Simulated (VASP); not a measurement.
Here is a VASP 6.6.1 calculation.

Contents of INCAR:

```
PREC = Accurate ; ENCUT = 520
EDIFF = 1E-6 ; ISMEAR = -1
SIGMA = 0.02 ; LREAL = Auto
LASPH = T ; NELM = 80
ALGO = Normal ; ISIF = 2
LWAVE = F ; LCHARG = F
GGA = PE ; IVDW = 12
NBANDS = 66
```

File KPOINTS:

```
regular mesh
0
Gamma
  1 1 1
```

The input POSCAR:

```
HCl
1.0
    8.1971830000      0.0000000000      0.0000000000
    0.0000000000      8.1971830000      0.0000000000
    0.0000000000      0.0000000000      8.1971830000
Cl H
12 12
Direct
    0.5912274985      0.9108372962      0.3184264643
    0.0278998285      0.1433907234      0.0836262897
    0.0692798977      1.0576682258      0.5932769831
    0.3233549867      0.1712295553      0.3024209658
    0.4628175313      0.9351627260      0.6888220014
    0.4914127207      0.4128247472      0.6223601449
    0.7401445106      0.3312357428      0.3453015505
    0.9430922794      0.4087379774      0.7850379820
    0.1725226825      0.6795505236      0.4261219983
    0.8378854053      0.6361941657      0.0653029217
    0.5708302474      0.2269316178      0.9715898742
    0.3971242316      0.6264225161     -0.0239838491
    0.6859185650      0.8096927932      0.2584668416
    0.1345950188      0.0160054985      0.0651199321
    0.0445762892      0.9099223477      0.5889218284
    0.3869134067      0.1983364285      0.1537479400
    0.3246359146      0.9916821425      0.7427185656
    0.4796647824      0.3820336816      0.4719182187
    0.6978250943      0.1807572187      0.2948695912
    1.1014759583      0.4015403828      0.7646285315
    0.2276269787      0.5509697661      0.4924252637
    0.8833766429      0.5204714839      0.1610309298
    0.4900097997      0.2185750885      0.8377268142
    0.4391508644      0.6634962279      0.1278244002
```

Potentials or basis: VASP PAW PBE potentials, release 64 (Cl, H).

Launch:

```sh
$ cat potpaw_PBE.64/Cl/POTCAR potpaw_PBE.64/H/POTCAR > POTCAR
$ mpirun -np 1 vasp_gam > vasp.out
```

Problem. Estimate the pressure.

Solution. 1.2 GPa.

Problem. Predict the largest force.

Solution. 2.143 eV/Å.

Problem. What does it give for the band gap on the k mesh?

Solution. 4.57 eV.

Forces on the atoms (eV/Å):
```
Cl  -0.992  1.001  0.578
Cl   0.856 -1.810 -0.620
Cl   0.031  2.078  0.204
Cl   0.517  0.455 -0.393
Cl  -0.260  0.141  0.264
Cl  -0.405  0.622  1.149
Cl   0.085 -1.192 -0.583
Cl   0.890 -0.049 -0.591
Cl  -0.277  0.418 -0.422
Cl  -0.132  0.599  0.328
Cl   0.234  0.014  0.381
Cl   0.098  0.298  1.032
H    1.457 -1.301 -0.881
H   -1.372  1.496  0.299
H   -0.251 -2.108 -0.097
H   -0.199 -0.054  0.796
H    0.205 -0.211 -0.220
H   -0.071 -0.414 -0.947
H    0.387  0.946  0.432
H   -0.727  0.011  0.144
H    0.258 -0.504  0.334
H    0.005 -0.130  0.052
H   -0.025 -0.079 -0.295
H   -0.312 -0.227 -0.944
```

Caveat: the k points lie up to 0.77 Å⁻¹ apart.
